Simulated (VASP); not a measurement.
# Ni (Im-3m) in VASP: a series of runs

Ni is run at these levels: PBEsol+D3(BJ), r2SCAN+D4, r2SCAN; tasks: single point, relaxation of cell and atoms.

Everything below comes from runs of VASP 6.6.1. Logs are shortened: lines on timing, memory, paths and dates and some standing lists are left out, and cuts for length are marked.

## Step 1: The cell of the first run

Symmetry: Im-3m, No. 229, cubic system. Conventional cell: a = 2.728 Å, b = 2.728 Å, c = 2.728 Å, α = 90.00°, β = 90.00°, γ = 90.00°. Ni (site symmetry m-3m) has 14 Ni at 2.36 to 2.73 Å within 3.1 Å.

This isn't the form of Ni at room conditions, which is fcc.

## Step 2: Single point, PBEsol+D3(BJ), collinear spin, ferromagnetic start

INCAR reads:

```
SYSTEM = Ni
PREC = Accurate
ENCUT = 520
EDIFF = 1E-6
ISMEAR = -1
SIGMA = 0.05
LREAL = .FALSE.
LASPH = .TRUE.
NELM = 150
ALGO = Normal
ISIF = 2
LWAVE = .FALSE.
LCHARG = .FALSE.
ISPIN = 2
MAGMOM = 1.5
LORBIT = 11
LMAXMIX = 4
GGA = PS
IVDW = 12
NBANDS = 15
```

KPOINTS reads:

```
Automatic mesh
0
G
  17 17 17
  0 0 0
```

POSCAR reads:

```
Ni
1.0
    2.3625728293     -0.0000000131     -0.0000000227
   -0.7875242641      2.2274550292     -0.0000000227
   -0.7875242641     -1.1137274819      1.9290326600
Ni
1
Direct
    0.0000000000      0.0000000000      0.0000000000
```

Potentials or basis: VASP PAW PBE potentials, release 64 (Ni).

Launch:

```bash
> cat potpaw_PBE.64/Ni/POTCAR > POTCAR
> mpirun -np 1 vasp_std > vasp.out
```

OUTCAR:

```text
SYSTEM = Ni
   PREC = Accurate
   ENCUT = 520
   EDIFF = 1E-6
   ISMEAR = -1
   LREAL = .FALSE.
   LASPH = .TRUE.
   NELM = 150
   ISIF = 2
   ISPIN = 2
   LORBIT = 11
   GGA = PS
   IVDW = 12
 IVDW          = 12

 ion  position               nearest neighbor table
   1  0.000  0.000  0.000-

  LATTYP: Found a body centered cubic cell.
 ALAT       =     2.7280641180

  Lattice vectors:

 A1 = (   2.3625728293,  -0.0000000131,  -0.0000000227)
 A2 = (  -0.7875242641,   2.2274550292,  -0.0000000227)
 A3 = (  -0.7875242641,  -1.1137274819,   1.9290326600)

Analysis of symmetry for initial positions (statically):
=====================================================================
 Subroutine PRICEL returns:
 Original cell was already a primitive cell.

 Routine SETGRP: Setting up the symmetry group for a
 body centered cubic supercell.

 Subroutine GETGRP returns: Found 48 space group operations
 (whereof 48 operations were pure point group operations)
 out of a pool of 48 trial point group operations.

The static configuration has the point symmetry O_h .

Analysis of symmetry for dynamics (positions and initial velocities):
=====================================================================
 Subroutine PRICEL returns:
 Original cell was already a primitive cell.

 Routine SETGRP: Setting up the symmetry group for a
 body centered cubic supercell.

 Subroutine GETGRP returns: Found 48 space group operations
 (whereof 48 operations were pure point group operations)
 out of a pool of 48 trial point group operations.

The dynamic configuration has the point symmetry O_h .

Analysis of structural, dynamic, and magnetic symmetry:
=====================================================================
 Subroutine PRICEL returns:
 Original cell was already a primitive cell.

 Routine SETGRP: Setting up the symmetry group for a
 body centered cubic supercell.

 Subroutine GETGRP returns: Found 48 space group operations
 (whereof 48 operations were pure point group operations)
 out of a pool of 48 trial point group operations.

The overall configuration has the point symmetry O_h .

 Subroutine INISYM returns: Found 48 space group operations
 (whereof 48 operations are pure point group operations),
 and found     1 'primitive' translations

----------------------------------------------------------------------------------------

                                     Primitive cell

  volume of cell :      10.1516

  direct lattice vectors                    reciprocal lattice vectors
     2.362572829 -0.000000013 -0.000000023     0.423267378  0.149647617  0.259197267
    -0.787524264  2.227455029 -0.000000023     0.000000005  0.448942850  0.259197267
[... 125 lines left out ...]
  ext. energy  EPLUGINS =         0.00000000
  ---------------------------------------------------
  free energy    TOTEN  =        -6.03345561 eV

  energy without entropy =       -6.02012470  energy(sigma->0) =       -6.02679015

 E-fermi :  10.0585     XC(G=0): -13.8466

 val. band max:       10.0556522121   @ k =  -0.4118   0.4706   0.3529
 cond. band min:      10.0667455441   @ k =  -0.2353   0.2941   0.1765
 fundamental gap:      0.0110933320
 Fermi energy:        10.0584647400

 spin component 1

 k-point     1 :       0.0000    0.0000    0.0000
  band No.  band energies     occupation
      1       0.6468      1.00000
      2       7.6429      1.00000
      3       7.6429      1.00000
      4       7.6429      1.00000
      5       9.1997      1.00000
      6       9.1997      1.00000
      7      37.2181      0.00000
      8      37.2181      0.00000
      9      37.2181      0.00000
     10      42.5993      0.00000
     11      42.5993      0.00000
     12      44.2648      0.00000
     13      44.2648      0.00000
     14      44.2648      0.00000
[... 403 lines left out ...]
      4       8.8514      1.00000
      5       9.3225      1.00000
      6       9.6454      0.99974
      7      25.9945      0.00000
      8      26.9030      0.00000
      9      32.7825      0.00000
     10      37.6900      0.00000
     11      41.3009      0.00000
     12      44.9798      0.00000
     13      48.2700      0.00000
     14      51.3629      0.00000
     15      53.6256      0.00000

 [... further k-points ...]

 spin component 2

 k-point     1 :       0.0000    0.0000    0.0000
  band No.  band energies     occupation
      1       0.6547      1.00000
      2       8.1982      1.00000
      3       8.1982      1.00000
      4       8.1982      1.00000
      5       9.6123      0.99987
      6       9.6123      0.99987
      7      37.1642      0.00000
      8      37.1642      0.00000
      9      37.1642      0.00000
     10      42.5662      0.00000
     11      42.5662      0.00000
     12      44.4167      0.00000
     13      44.4167      0.00000
     14      44.4167      0.00000
[... 403 lines left out ...]
      4       9.2966      1.00000
      5       9.7922      0.99516
      6      10.1654      0.10538
      7      26.1053      0.00000
      8      27.0137      0.00000
      9      32.8673      0.00000
     10      37.7010      0.00000
     11      41.3634      0.00000
     12      45.0267      0.00000
     13      48.3727      0.00000
     14      51.3812      0.00000
     15      53.7511      0.00000

 [... further k-points ...]

------------------------ aborting loop because EDIFF is reached ----------------------------------------

 Edisp (eV)   -0.44737

 E8    (eV) :    -0.2932

  FORCE on cell =-STRESS in cart. coord.  units (eV):
  Direction    XX          YY          ZZ          XY          YZ          ZX
  --------------------------------------------------------------------------------------
  -------------------------------------------------------------------------------------
  Total      -0.00949    -0.00949    -0.00949     0.00000     0.00000     0.00000
  in kB      -1.49700    -1.49700    -1.49700     0.00000     0.00000     0.00000
  external pressure =       -1.50 kB  Pullay stress =        0.00 kB

 VOLUME and BASIS-vectors are now :
 -----------------------------------------------------------------------------
  energy-cutoff  :      520.00
  volume of cell :       10.15
      direct lattice vectors                 reciprocal lattice vectors
     2.362572829 -0.000000013 -0.000000023     0.423267378  0.149647617  0.259197267
    -0.787524264  2.227455029 -0.000000023     0.000000005  0.448942850  0.259197267
    -0.787524264 -1.113727482  1.929032660     0.000000005  0.000000007  0.518394547

 POSITION                                       TOTAL-FORCE (eV/Angst)
 -----------------------------------------------------------------------------------
      0.00000      0.00000      0.00000         0.000000      0.000000      0.000000
 -----------------------------------------------------------------------------------
    total drift:                                0.000000      0.000000      0.000000

  FREE ENERGIE OF THE ION-ELECTRON SYSTEM (eV)
  ---------------------------------------------------
  free  energy   TOTEN  =        -6.4808289689 eV

  energy  without entropy=       -6.4674980562  energy(sigma->0) =       -6.47416351

 total charge

# of ion       s       p       d       tot
------------------------------------------
    1        0.524   0.558   8.369   9.450

 magnetization (x)

# of ion       s       p       d       tot
------------------------------------------
    1       -0.004  -0.014   0.486   0.468
```

OSZICAR:

```text
N       E                     dE             d eps       ncg     rms          rms(c)
DAV:   1     0.325422479055E+02    0.32542E+02   -0.41935E+03 10526   0.872E+02
DAV:   2    -0.569942127136E+01   -0.38242E+02   -0.35564E+02 11195   0.163E+02
DAV:   3    -0.706571121343E+01   -0.13663E+01   -0.13530E+01 12301   0.303E+01
DAV:   4    -0.707283859515E+01   -0.71274E-02   -0.71263E-02 11959   0.211E+00
DAV:   5    -0.707290571994E+01   -0.67125E-04   -0.67124E-04 12550   0.183E-01    0.116E+01
DAV:   6    -0.630856591611E+01    0.76434E+00   -0.12042E+01 13953   0.400E+01    0.528E+00
DAV:   7    -0.605468322592E+01    0.25388E+00   -0.19132E+00 12837   0.140E+01    0.212E+00
DAV:   8    -0.603638381602E+01    0.18299E-01   -0.34258E-02 13467   0.124E+00    0.937E-01
DAV:   9    -0.603400741950E+01    0.23764E-02   -0.10955E-03 16139   0.185E-01    0.282E-01
DAV:  10    -0.603344982199E+01    0.55760E-03   -0.32186E-04 16151   0.100E-01    0.417E-02
DAV:  11    -0.603345326332E+01   -0.34413E-05   -0.88834E-06 13447   0.199E-02    0.241E-02
DAV:  12    -0.603345568778E+01   -0.24245E-05   -0.87973E-06 12403   0.230E-02    0.477E-03
DAV:  13    -0.603345560929E+01    0.78486E-07   -0.14892E-07  7239   0.347E-03
   1 F= -.64808290E+01 E0= -.64741635E+01  d E =-.133309E-01  mag=     0.4664
```

It took 23 s on 1 thread of Intel Xeon 6975P-C (Granite Rapids), shared host; peak memory 0.16 GiB.

What came out:

```
Free energy                                           : -6.4808 eV
Pressure                                              : -0.1 GPa
Net moment                                            : 0.47 μB per cell
Site moments                                          : Ni +0.47 μB
Valence electrons inside the program's atomic spheres : Ni 9.45
Dispersion energy per atom                            : -0.447 eV
```

Caveat: the PAW data sets were made with another functional, which shifts forces and pressure a little.

## Step 3: Single point, r2SCAN+D4, collinear spin, ferromagnetic start

This run uses another cell than the first one, of 10.49 Å³/atom.

POSCAR reads:

```
Ni
1.0
    2.3883080364     -0.0000000132     -0.0000000229
   -0.7961026663      2.2517184152     -0.0000000229
   -0.7961026663     -1.1258591745      1.9500453688
Ni
1
Direct
    0.0000000000      0.0000000000      0.0000000000
```

INCAR.step1 reads:

```
SYSTEM = Ni
  PREC = Accurate
  ENCUT = 520
  ISMEAR = -1
  SIGMA = 0.05
  LREAL = .False.
  LASPH = .True.
  NELM = 150
  ISPIN = 2
  MAGMOM = 1.5
  LMAXMIX = 4
  NBANDS = 15
  GGA = PE
  ALGO = Normal
  EDIFF = 1E-4
  LWAVE = .True.
  LCHARG = .False.
```

INCAR.step2 reads:

```
SYSTEM = Ni
  PREC = Accurate
  ENCUT = 520
  EDIFF = 1E-6
  ISMEAR = -1
  SIGMA = 0.05
  LREAL = .False.
  LASPH = .True.
  NELM = 150
  ALGO = Normal
  ISIF = 2
  LWAVE = .False.
  LCHARG = .True.
  ISPIN = 2
  MAGMOM = 1.5
  LORBIT = 11
  LMAXMIX = 4
  METAGGA = R2SCAN
  LMIXTAU = .True.
  IVDW = 13
  VDW_S6 = 1.0
  VDW_S8 = 0.6018749
  VDW_A1 = 0.51559235
  VDW_A2 = 5.77342911
  LELF = .True.
  LVHAR = .True.
  NBANDS = 15
  ISTART = 1
```

KPOINTS reads:

```
Automatic mesh
0
Gamma
  17 17 17
  0 0 0
```

Potentials or basis: VASP PAW PBE potentials, release 64 (Ni).

Launch:

```bash
> cat potpaw_PBE.64/Ni/POTCAR > POTCAR
> cp INCAR.step1 INCAR
> mpirun -np 1 vasp_std > vasp.out
> cp INCAR.step2 INCAR
> mpirun -np 1 vasp_std > vasp.out
```

Run time: 84 s. Hardware: 1 thread of Intel Xeon 6975P-C (Granite Rapids), shared host; peak memory 0.15 GiB.

It converged, with:

| Item | Value |
| --- | --- |
| Free energy | -11.9965 eV |
| Pressure | 0.4 GPa |
| Net moment | 0.64 μB per cell |
| Site moments | Ni +0.66 μB |
| Valence electrons inside the program's atomic spheres | Ni 9.42 |
| Dispersion energy per atom | -0.161 eV |

Levels at points of the mesh, in eV from the Fermi level:
Spin up:
```tsv
k point	band 1	band 2	band 3	band 4	band 5	band 6	band 7	band 8	band 9	band 10
(0.00, 0.00, 0.00)	-9.47	-2.73	-2.73	-2.73	-1.16	-1.16	27.88	27.88	27.88	33.17
```
Spin down:
```csv
k point,band 1,band 2,band 3,band 4,band 5,band 6,band 7,band 8,band 9,band 10
"(0.00, 0.00, 0.00)",-9.65,-1.58,-1.58,-1.58,-0.51,-0.51,27.86,27.86,27.86,33.16
```

Caveat: the PAW data sets were made with another functional, which shifts forces and pressure a little.

## Step 4: Single point, r2SCAN, collinear spin, ferromagnetic start

This run uses another cell than the first one, of 10.59 Å³/atom.

POSCAR reads:

```
Ni
1.0
    2.3958131177     -0.0000000133     -0.0000000230
   -0.7986043601      2.2587942738     -0.0000000230
   -0.7986043601     -1.1293971037      1.9561732422
Ni
1
Direct
    0.0000000000      0.0000000000      0.0000000000
```

INCAR.step1 reads:

```
ALGO     = Normal         # electronic algorithm
EDIFF    = 1E-4           # SCF threshold, eV
ENCUT    = 520            # plane-wave cutoff, eV
GGA      = PE             # functional
ISMEAR   = -1             # smearing method
ISPIN    = 2              # spin polarisation
LASPH    = T              # aspherical terms in the spheres
LCHARG   = F              # write CHGCAR
LMAXMIX  = 4              # l up to which the mixer works
LREAL    = F              # projectors in reciprocal space
LWAVE    = T              # write WAVECAR
MAGMOM   = 1.5            # initial moments
NBANDS   = 15             # bands
NELM     = 150            # most SCF steps
PREC     = Accurate       # precision mode
SIGMA    = 0.05           # smearing width, eV
```

INCAR.step2 reads:

```
ALGO     = Normal         # electronic algorithm
EDIFF    = 1E-6           # SCF threshold, eV
ENCUT    = 520            # plane-wave cutoff, eV
ISIF     = 2              # what is computed and relaxed
ISMEAR   = -1             # smearing method
ISPIN    = 2              # spin polarisation
ISTART   = 1            
LASPH    = T              # aspherical terms in the spheres
LCHARG   = F              # write CHGCAR
LMAXMIX  = 4              # l up to which the mixer works
LMIXTAU  = T            
LORBIT   = 11             # projections on sites
LREAL    = F              # projectors in reciprocal space
LWAVE    = F              # write WAVECAR
MAGMOM   = 1.5            # initial moments
METAGGA  = R2SCAN         # meta-GGA
NBANDS   = 15             # bands
NELM     = 150            # most SCF steps
PREC     = Accurate       # precision mode
SIGMA    = 0.05           # smearing width, eV
```

KPOINTS reads:

```
k-points
0
Gamma
  17 17 17
```

Launch:

```bash
> cat potpaw_PBE.64/Ni/POTCAR > POTCAR
> cp INCAR.step1 INCAR
> mpirun -np 1 vasp_std > vasp.out
> cp INCAR.step2 INCAR
> mpirun -np 1 vasp_std > vasp.out
```

It took 81 s on 1 thread of Intel Xeon 6975P-C (Granite Rapids), shared host; peak memory 0.16 GiB.

It converged, with:

| Quantity | Value |
| --- | --- |
| Free energy | -11.8362 eV |
| Pressure | 0.4 GPa |
| Net moment | 0.64 μB per cell |
| Site moments | Ni +0.66 μB |
| Valence electrons inside the program's atomic spheres | Ni 9.40 |

Levels at points of the mesh, in eV from the Fermi level:
Spin up:
| k point | band 3 | band 4 | band 5 | band 6 | band 7 | band 8 |
| --- | --- | --- | --- | --- | --- | --- |
| (0.00, 0.00, 0.00) | -2.71 | -2.71 | -1.16 | -1.16 | 27.78 | 27.78 |
Spin down:
```tsv
k point	band 1	band 2	band 3	band 4	band 5	band 6	band 7	band 8	band 9	band 10
(0.00, 0.00, 0.00)	-9.58	-1.55	-1.55	-1.55	-0.50	-0.50	27.75	27.75	27.75	32.99
```

Caveat: the PAW data sets were made with another functional, which shifts forces and pressure a little.

(Continued in part 2 of 2.)
